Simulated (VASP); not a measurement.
Wanted: the native input for a VASP 6.6.1 run.

| Item | Value |
| --- | --- |
| Task | relaxation of cell and atoms |
| Functional | PBE |
| Potentials or basis | VASP PAW PBE potentials, release 64 (Li_sv, Se) |
| Cutoff | 600 eV |
| k mesh | 6 × 6 × 4 |
| Occupations | gaussian, width 0.1 eV |
| Spin | no spin polarisation |
| Dipole correction | no |
| Further INCAR settings | ALGO = Normal; EDIFF = 1e-07; IBRION = 2; EDIFFG = -0.04; NSW = 90; ISIF = 3 |

The structure of LiSe3 lies in POSCAR:

```
LiSe3
1.0
    3.9651025698      0.0000000000      0.0000000000
   -1.9825512849      3.4338795540      0.0000000000
    0.0000000000      0.0000000000      7.4253283458
Li Se
1 3
Direct
    0.0000000000      0.0000000000      0.5000000000
    0.6666666667      0.3333333333      0.6733547699
    0.6666666667      0.3333333333      0.3266452301
    0.6666666667      0.3333333333      0.0000000000
```

The input as run:

INCAR

```
SYSTEM = LiSe3
PREC = Accurate ; ENCUT = 600
EDIFF = 1E-7 ; ISMEAR = 0
SIGMA = 0.1 ; LREAL = .False.
LASPH = .True. ; NELM = 60
ALGO = Normal ; ISIF = 3
LWAVE = .False. ; LCHARG = .False.
GGA = PE ; IBRION = 2
NSW = 90 ; EDIFFG = -0.04
```

KPOINTS

```
Automatic mesh
0
Gamma
  6 6 4
  0 0 0
```

Potentials or basis: VASP PAW PBE potentials, release 64 (Li_sv, Se).

The run is started by

```sh
$ cat potpaw_PBE.64/Li_sv/POTCAR potpaw_PBE.64/Se/POTCAR > POTCAR
$ mpirun -np 1 vasp_std > vasp.out
```

It gave:

The relaxed volume is 23.88 Å³/atom, the relaxed cell is a = 3.762 Å, b = 3.762 Å, c = 7.792 Å, α = 90.00°, β = 90.00°, γ = 120.00° and the space group after relaxing (to 0.05 Å) is P-6m2 (No. 187). The energy gained by relaxing is 25.5 meV/atom and the ionic steps are 10. The pressure after relaxing is -0.1 GPa. The largest force after relaxing is 0.035 eV/Å.

Caveat: the cutoff is under 1.25 times the usual one of these potentials, so pressure, stress and relaxed cells hold a basis-set (Pulay) error.

Run time: 120 s on 1 thread of Intel(R) Xeon(R) 6975P-C (Granite Rapids), on a shared host, peak memory 0.26 GiB.
